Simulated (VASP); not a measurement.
Runs of VASP 6.6.1 on InO. The structure is that of space group P-6m2 (No. 187), or close to it. The cells are those of the table. 

```csv
cell,gap on the mesh (eV),largest force (eV/Å)
"a = 3.540, b = 3.540, c = 16.671 Å, angles 90.0, 90.0, 120.0°, 4 atoms",0.15,1.16
"a = 3.540, b = 3.540, c = 16.274 Å, angles 90.0, 90.0, 120.0°, 4 atoms",0.22,1.02
"a = 3.626, b = 3.626, c = 16.274 Å, angles 90.0, 90.0, 120.0°, 4 atoms",0.21,1.25
"a = 3.626, b = 3.626, c = 16.671 Å, angles 90.0, 90.0, 120.0°, 4 atoms",(a),1.38
"a = 3.626, b = 3.626, c = 15.877 Å, angles 90.0, 90.0, 120.0°, 4 atoms",0.21,1.12
```

Alike in all rows: task single point; level LDA; potentials or basis VASP PAW LDA potentials, release 64 (In_d, O); no spin polarisation; k mesh 12 × 12 × 2; cutoff (eV) 520; smearing gaussian 0.03 eV.

Q: Estimate the missing entries.

A: (a) 0.18.

Caveats: there is no dipole correction, which matters where the two faces differ; spin-orbit coupling is left out, which moves the levels of the heavy elements.

A k mesh can miss the band edges, and the runs leave out spin-orbit coupling on In.
